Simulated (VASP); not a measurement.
Runs of VASP 6.6.1 on Ga3O. The structure is that of space group Pm-3m (No. 221), or close to it. The cells are those of the table. 

| task | cell | k mesh | cutoff (eV) | gap on the mesh (eV) | pressure (GPa) | relaxed volume (Å³/atom) |
| --- | --- | --- | --- | --- | --- | --- |
| single point | a = 3.891 Å, 4 atoms | 6 × 6 × 6 | 520 | none | 6.8 | - |
| single point | a = 4.018 Å, 4 atoms | 4 × 4 × 4 | 520 | none | (a) | - |
| relaxation of cell and atoms | relaxed from a = 4.018 Å, 4 atoms | 12 × 12 × 12 | 600 | none | -0.1 | 16.07 |
| relaxation of cell and atoms | relaxed from a = 3.891 Å, 4 atoms | 4 × 4 × 4 | 600 | none | 0.0 | (b) |
| single point | a = 4.005 Å, 4 atoms | 12 × 12 × 12 | 520 | none | 0.1 | - |

Alike in all rows: level PBE; potentials or basis VASP PAW PBE potentials, release 64 (Ga_d, O); no spin polarisation; smearing gaussian 0.1 eV.

Q: Estimate the missing entries.

A: (a) 0.4; (b) 16.31.

Caveats: some runs use coarse meshes; the cell stands under pressure (at least some runs).

A k mesh can miss the band edges, and the runs leave out spin-orbit coupling on Ga.

A gap of «none» marks levels without a gap at the run's occupations.
